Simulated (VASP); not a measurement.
Wanted: the native input for a VASP 6.6.1 run.

| Quantity | Value |
| --- | --- |
| Task | single point |
| Functional | LDA |
| Potentials or basis | VASP PAW PBE potentials, release 64 (Lu) |
| Cutoff | 520 eV |
| k mesh | 15 × 15 × 15 |
| Occupations | fermi-dirac, width 0.1 eV |
| Spin | no spin polarisation |
| Dipole correction | no |
| Further INCAR settings | ALGO = Normal; EDIFF = 1e-06; NBANDS = 18 |

The structure of Lu lies in POSCAR:

```
Lu
1.0
    2.9316392616      0.0000000000      0.0000000000
    0.0000000000      2.9316392616      0.0000000000
    0.0000000000      0.0000000000      2.9316392616
Lu
1
Direct
    0.0000000000      0.0000000000      0.0000000000
```

One way to write it, as run:

INCAR

```
  ALGO = Normal
  EDIFF = 1E-6
  ENCUT = 520
  GGA = CA
  ISIF = 2
  ISMEAR = -1
  LASPH = T
  LCHARG = T
  LELF = T
  LREAL = F
  LVHAR = T
  LWAVE = F
  NBANDS = 18
  NELM = 60
  PREC = Accurate
  SIGMA = 0.1
```

KPOINTS

```
k-points
0
Gamma
  15 15 15
```

Potentials or basis: VASP PAW PBE potentials, release 64 (Lu).

The run is started by

```sh
$ cat potpaw_PBE.64/Lu/POTCAR > POTCAR
$ mpirun -np 1 vasp_std > vasp.out
```

It gave:

```
Pressure : 5.1 GPa
```

Caveat: the PAW data sets were made with another functional, which shifts forces and pressure a little.

It took 22 s on 1 thread of AMD EPYC 9R45 96-Core Processor (Zen 5), with other jobs on the host, peak memory 0.15 GiB.
